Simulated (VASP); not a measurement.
# WS2 in VASP: notebook, part 3 of 3

VASP 6.6.1. Earlier steps stand in the parts before.

**5. Single point, PBEsol+D3(BJ) (volume scaled by 1.10, then relaxed in part)**

INCAR reads:

```
SYSTEM = WS2
PREC     = Accurate       ! precision mode
ENCUT    = 520            ! plane-wave cutoff, eV
EDIFF    = 1E-6           ! SCF threshold, eV
ISMEAR   = 0              ! smearing method
SIGMA    = 0.02           ! smearing width, eV
LREAL    = .False.        ! projectors in reciprocal space
LASPH    = .True.         ! aspherical terms in the spheres
NELM     = 80             ! most SCF steps
ALGO     = Normal         ! electronic algorithm
ISIF     = 2              ! what is computed and relaxed
LWAVE    = .False.        ! write WAVECAR
LCHARG   = .True.         ! write CHGCAR
GGA      = PS             ! functional
IVDW     = 12             ! dispersion correction
LELF     = .True.         ! ELF
LVHAR    = .True.       
NBANDS   = 20             ! bands
```

KPOINTS reads:

```
regular mesh
0
Gamma
  12 12 2
  0 0 0
```

POSCAR reads:

```
WS2
1.0
    3.1239041587      0.0000000000      0.0000000000
   -1.5619520794      2.7053803604      0.0000000000
    0.0000000000      0.0000000000     18.6274921200
W S
1 2
Direct
    0.3333333333      0.6666666667      0.0000000000
    0.6666666667      0.3333333333      0.9155883940
    0.6666666667      0.3333333333      0.0844116060
```

Potentials or basis: VASP PAW PBE potentials, release 64 (W_sv, S).

The run is started by

```sh
cat potpaw_PBE.64/W_sv/POTCAR potpaw_PBE.64/S/POTCAR > POTCAR
mpirun -np 1 vasp_std > vasp.out
```

OUTCAR:

```text
SYSTEM = WS2
   PREC = Accurate
   ENCUT = 520
   EDIFF = 1E-6
   ISMEAR = 0
   LREAL = .False.
   LASPH = .True.
   NELM = 80
   ISIF = 2
   GGA = PS
   IVDW = 12
 IVDW          = 12

 ion  position               nearest neighbor table
   1  0.333  0.667  0.000-   2 2.39   3 2.39   2 2.39   3 2.39   2 2.39   3 2.39
   2  0.667  0.333  0.916-   1 2.39   1 2.39   1 2.39
   3  0.667  0.333  0.084-   1 2.39   1 2.39   1 2.39

  LATTYP: Found a hexagonal cell.
 ALAT       =     3.1239041587
 C/A-ratio  =     5.9628884798

  Lattice vectors:

 A1 = (   3.1239041587,   0.0000000000,   0.0000000000)
 A2 = (  -1.5619520794,   2.7053803604,   0.0000000000)
 A3 = (   0.0000000000,   0.0000000000,  18.6274921200)

Analysis of symmetry for initial positions (statically):
=====================================================================
 Subroutine PRICEL returns:
 Original cell was already a primitive cell.

 Routine SETGRP: Setting up the symmetry group for a
 hexagonal supercell.

 Subroutine GETGRP returns: Found 12 space group operations
 (whereof 12 operations were pure point group operations)
 out of a pool of 24 trial point group operations.

The static configuration has the point symmetry D_3h.

Analysis of symmetry for dynamics (positions and initial velocities):
=====================================================================
 Subroutine PRICEL returns:
 Original cell was already a primitive cell.

 Routine SETGRP: Setting up the symmetry group for a
 hexagonal supercell.

 Subroutine GETGRP returns: Found 12 space group operations
 (whereof 12 operations were pure point group operations)
 out of a pool of 24 trial point group operations.

The dynamic configuration has the point symmetry D_3h.

 Subroutine INISYM returns: Found 12 space group operations
 (whereof 12 operations are pure point group operations),
 and found     1 'primitive' translations

----------------------------------------------------------------------------------------

                                     Primitive cell

  volume of cell :     157.4274

  direct lattice vectors                    reciprocal lattice vectors
     3.123904159  0.000000000  0.000000000     0.320112254  0.184816896  0.000000000
    -1.561952079  2.705380360  0.000000000     0.000000000  0.369633791  0.000000000
     0.000000000  0.000000000 18.627492120     0.000000000  0.000000000  0.053684092

  length of vectors
     3.123904159  3.123904159 18.627492120     0.369633791  0.369633791  0.053684092

  position of ions in fractional coordinates (direct lattice)
     0.333333333  0.666666667  0.000000000
     0.666666667  0.333333333  0.915588394
     0.666666667  0.333333333  0.084411606

  ion indices of the primitive-cell ions
   primitive index   ion index
                 1           1
                 2           2
                 3           3

----------------------------------------------------------------------------------------

 KPOINTS: regular mesh

Automatic generation of k-mesh.
 Grid dimensions read from file:
 generate k-points for:   12   12    2

 Generating k-lattice:

  Cartesian coordinates                     Fractional coordinates (reciprocal lattice)
     0.026676021  0.015401408  0.000000000     0.083333333  0.000000000  0.000000000
     0.000000000  0.030802816  0.000000000     0.000000000  0.083333333  0.000000000
     0.000000000  0.000000000  0.026842046     0.000000000  0.000000000  0.500000000

  Length of vectors
     0.030802816  0.030802816  0.026842046

  Shift w.r.t. Gamma in fractional coordinates (k-lattice)
     0.000000000  0.000000000  0.000000000

 Subroutine IBZKPT returns following result:
 ===========================================

 Found     38 irreducible k-points:

 Following reciprocal coordinates:
            Coordinates               Weight
  0.000000  0.000000  0.000000      1.000000
  0.083333  0.000000  0.000000      6.000000
  0.166667  0.000000  0.000000      6.000000
  0.250000  0.000000  0.000000      6.000000
  0.333333  0.000000  0.000000      6.000000
  0.416667  0.000000  0.000000      6.000000
[... 16 lines left out ...]
  0.250000  0.000000  0.500000      6.000000
  0.333333  0.000000  0.500000      6.000000
 [... further k-points ...]
   k-points           NKPTS =     38   k-points in BZ     NKDIM =     38   number of bands    NBANDS=     20
   number of dos      NEDOS =    301   number of ions     NIONS =      3
   total plane-waves  NPLWV =  80640
   dimension x,y,z NGX =    24 NGY =   24 NGZ =  140
   dimension x,y,z NGXF=    48 NGYF=   48 NGZF=  280
   ions per type =               1   2
   NGX,Y,Z   is equivalent  to a cutoff of  12.77, 12.77, 12.49 a.u.
   NGXF,Y,Z  is equivalent  to a cutoff of  25.54, 25.54, 24.99 a.u.
 SYSTEM =  WS2
   PREC   = accura    normal or accurate (medium, high low for compatibility)
   ISTART =      0    job   : 0-new  1-cont  2-samecut
   ICHARG =      2    charge: 1-file 2-atom 10-const
   ISPIN  =      1    spin polarized calculation?
   LNONCOLLINEAR =      F non collinear calculations
   LSORBIT =      F    spin-orbit coupling
   LASPH  =      T    aspherical Exc in radial PAW
   ENCUT  =  520.0 eV  38.22 Ry    6.18 a.u.   5.81  5.81 34.63*2*pi/ulx,y,z
   NELM   =     80;   NELMIN=  2; NELMDL= -5     # of ELM steps
   EDIFF  = 0.1E-05   stopping-criterion for ELM
   LREAL  =      F    real-space projection
   EDIFFG = 0.1E-04   stopping-criterion for IOM
   NSW    =      0    number of steps for IOM
   IBRION =     -1    ionic relax: 0-MD 1-quasi-New 2-CG
   NFREE  =      0    steps in history (QN), initial steepest desc. (CG)
   ISIF   =      2    stress and relaxation
   ISYM   =      2    0-nonsym 1-usesym 2-fastsym
   POTIM  = 0.5000    time-step for ionic-motion
   TEBEG  =    0.0;   TEEND  =   0.0 temperature during run
   PSTRESS=    0.0 pullay stress
   NELECT =      26.0000    total number of electrons
   NUPDOWN=      -1.0000    fix difference up-down
   EMIN   =  10.00;   EMAX   =-10.00  energy-range for DOS
   EFERMI =   0.00;   METHOD = LEGACY
   ISMEAR =     0;   SIGMA  =   0.02  broadening in eV -4-tet -1-fermi 0-gaus
   EFERMI_NEDOS =   21; number of points for ismear=-14 and -15
   IALGO  =     38    algorithm
   IMIX   =      4    mixing-type and parameters
     AMIX     =   0.40;   BMIX     =  1.00
     AMIX_MAG =   1.60;   BMIX_MAG =  1.00
  volume/ion in A,a.u.               =      52.48       354.12
  Fermi-wavevector in a.u.,A,eV,Ry     =   0.898199  1.697350 10.976651  0.806761
  Thomas-Fermi vector in A             =   2.020878
   LORBIT       =      0    0 simple, 1 ext, 2 COOP (PROOUT), +10 PAW based schemes
   GGA     = PS    functional components
   LHFCALC =     F    Hartree Fock is set to
   AEXX    =    0.0000 exact exchange contribution
   IVDW    =    12    specifies the selected vdW correction
   LEPSILON=     F    determine dielectric tensor
   LRPA    =     F    only Hartree local field effects (RPA)
 non-spin polarized calculation
 Gauss-broadening in eV      SIGMA  =   0.02
  energy-cutoff  :      520.00
  volume of cell :      157.43
 maximum number of plane-waves:      4270
 NGX is ok and might be reduce to    24
   NGX = 11   NGY = 11   NGZ = 69

 number of electron      25.9999995 magnetization

 Free energy of the ion-electron system (eV)
  ---------------------------------------------------
  ext. energy  EPLUGINS =         0.00000000
  ---------------------------------------------------
  free energy    TOTEN  =       -25.24317094 eV

  energy without entropy =      -25.24317094  energy(sigma->0) =      -25.24317094

 E-fermi :  -1.2920     XC(G=0):  -4.2169

 val. band max:       -1.4810142861   @ k =   0.3333   0.3333   0.0000
 cond. band min:       0.5102220673   @ k =   0.1667   0.1667   0.0000
 fundamental gap:      1.9912363534
 Fermi energy:        -1.2919501104

 k-point     1 :       0.0000    0.0000    0.0000
  band No.  band energies     occupation
      1     -75.3593      2.00000
      2     -39.6571      2.00000
      3     -39.4359      2.00000
      4     -39.4359      2.00000
      5     -16.4512      2.00000
      6     -14.7568      2.00000
[... 12 lines left out ...]
     19       3.9782      0.00000
[... 513 lines left out ...]
      4     -39.5081      2.00000
      5     -14.8364      2.00000
      6     -14.1645      2.00000
[... 12 lines left out ...]
     19       5.7508      0.00000
     20       6.0152      0.00000

 [... further k-points ...]

------------------------ aborting loop because EDIFF is reached ----------------------------------------

 Edisp (eV)   -0.75827

 E8    (eV) :    -0.5102

  FORCE on cell =-STRESS in cart. coord.  units (eV):
  Direction    XX          YY          ZZ          XY          YZ          ZX
  --------------------------------------------------------------------------------------
  -------------------------------------------------------------------------------------
  Total       0.03030     0.03030     0.03359    -0.00000     0.00000     0.00000
  in kB       0.30839     0.30839     0.34187    -0.00000     0.00000     0.00000
  external pressure =        0.32 kB  Pullay stress =        0.00 kB

 VOLUME and BASIS-vectors are now :
 -----------------------------------------------------------------------------
  energy-cutoff  :      520.00
  volume of cell :      157.43
      direct lattice vectors                 reciprocal lattice vectors
     3.123904159  0.000000000  0.000000000     0.320112254  0.184816896  0.000000000
    -1.561952079  2.705380360  0.000000000     0.000000000  0.369633791  0.000000000
     0.000000000  0.000000000 18.627492120     0.000000000  0.000000000  0.053684092

 POSITION                                       TOTAL-FORCE (eV/Angst)
 -----------------------------------------------------------------------------------
     -0.00000      1.80359      0.00000         0.000000      0.000000      0.000000
      1.56195      0.90179     17.05512        -0.000000      0.000000     -0.022589
      1.56195      0.90179      1.57238         0.000000      0.000000      0.022589
 -----------------------------------------------------------------------------------
    total drift:                               -0.000000      0.000000     -0.000000

  FREE ENERGIE OF THE ION-ELECTRON SYSTEM (eV)
  ---------------------------------------------------
  free  energy   TOTEN  =       -26.0014446909 eV

  energy  without entropy=      -26.0014446909  energy(sigma->0) =      -26.00144469
```

Run time: 80 s. Hardware: 1 thread of Intel Xeon 6975P-C (Granite Rapids), shared host; peak memory 0.34 GiB.

Results:

* Free energy: -26.0014 eV
* Largest force: 0.023 eV/Å
* Band gap on the k mesh: 1.99 eV, indirect (least direct gap 2.04 eV)
* Dispersion energy per atom: -0.253 eV

Forces in eV/Å, atoms in the order of the input:
```
W    0.000  0.000  0.000
S    0.000  0.000 -0.023
S    0.000  0.000  0.023
```

Caveat: the cell differs from its parent crystal (volume scaled by 1.10, then relaxed in part); the PAW data sets were made with another functional, which shifts forces and pressure a little; spin-orbit coupling is left out, which moves the levels of the heavy elements.

**6. Single point, PBEsol+D3(BJ)**

This run uses another cell than the first one, of 18.06 Å³/atom, 0.430 times its volume.

INCAR reads:

```
SYSTEM = WS2
  PREC = Accurate
  ENCUT = 520
  EDIFF = 1E-6
  ISMEAR = 0
  SIGMA = 0.02
  LREAL = .FALSE.
  LASPH = .TRUE.
  NELM = 60
  ALGO = Normal
  ISIF = 2
  LWAVE = .FALSE.
  LCHARG = .FALSE.
  GGA = PS
  IVDW = 12
  NBANDS = 20
```

KPOINTS reads:

```
regular mesh
0
G
  12 12 2
  0 0 0
```

POSCAR reads:

```
WS2
1.0
    3.1067510944      0.0000000000      0.0000000000
   -1.5533755472      2.6905253710      0.0000000000
    0.0000000000      0.0000000000      6.4800080785
W S
1 2
Direct
    0.3333333333      0.6666666667      0.0000000000
    0.6666666667      0.3333333333      0.7571455868
    0.6666666667      0.3333333333      0.2428544132
```

Potentials or basis: VASP PAW PBE potentials, release 64 (W_sv, S).

The run is started by

```sh
cat potpaw_PBE.64/W_sv/POTCAR potpaw_PBE.64/S/POTCAR > POTCAR
mpirun -np 1 vasp_std > vasp.out
```

It took 16 s on 1 thread of Intel Xeon 6975P-C (Granite Rapids), shared host; peak memory 0.2 GiB.

It converged, with:

```
Free energy                : -26.3037 eV
Pressure                   : 1.1 GPa
Largest force              : 0.021 eV/Å
Band gap on the k mesh     : 1.14 eV, indirect (least direct gap 2.05 eV)
Dispersion energy per atom : -0.376 eV
```

Forces in eV/Å, atoms in the order of the input:
```
W    0.000  0.000  0.000
S    0.000  0.000 -0.021
S    0.000  0.000  0.021
```

Levels at points of the mesh, in eV from the valence-band top:
| k point | band 11 | band 12 | band 13 | band 14 | band 15 | band 16 |
| --- | --- | --- | --- | --- | --- | --- |
| (0.00, 0.00, 0.00) | -1.91 | -1.76 | -1.27 | 2.70 | 2.70 | 2.72 |
| (0.50, 0.00, 0.00) | -2.17 | -1.74 | -1.60 | 2.74 | 2.76 | 4.10 |
| (0.00, 0.00, 0.50) | -1.95 | -1.95 | 0.00 | 2.60 | 2.60 | 2.88 |
| (0.50, 0.00, 0.50) | -3.35 | -1.49 | -1.15 | 2.77 | 3.21 | 3.27 |

Caveat: the k points lie up to 0.48 Å⁻¹ apart; the PAW data sets were made with another functional, which shifts forces and pressure a little; spin-orbit coupling is left out, which moves the levels of the heavy elements. A k mesh can miss the band edges.

**7. The runs side by side**

```tsv
cell	gap on the mesh (eV)	largest force (eV/Å)
a = 3.126, b = 3.126, c = 14.879 Å, angles 90.0, 90.0, 120.0°, 3 atoms	2.00	0.03
a = 3.124, b = 3.124, c = 16.936 Å, angles 90.0, 90.0, 120.0°, 3 atoms	1.99	0.02
a = 3.184, b = 3.184, c = 16.951 Å, angles 90.0, 90.0, 120.0°, 3 atoms	1.72	0.02
a = 3.124, b = 3.124, c = 18.627 Å, angles 90.0, 90.0, 120.0°, 3 atoms	1.99	0.02
a = 3.107, b = 3.107, c = 6.480 Å, angles 90.0, 90.0, 120.0°, 3 atoms	1.14	0.02
```

Alike in all rows: task single point; level PBEsol+D3(BJ); potentials or basis VASP PAW PBE potentials, release 64 (W_sv, S); no spin polarisation; k mesh 12 × 12 × 2; cutoff (eV) 520; smearing gaussian 0.02 eV.

Caveats: some runs use coarse meshes; the PAW data sets were made with another functional, which shifts forces and pressure a little; spin-orbit coupling is left out, which moves the levels of the heavy elements.

Absolute energies hang on the potentials; compare differences alone.
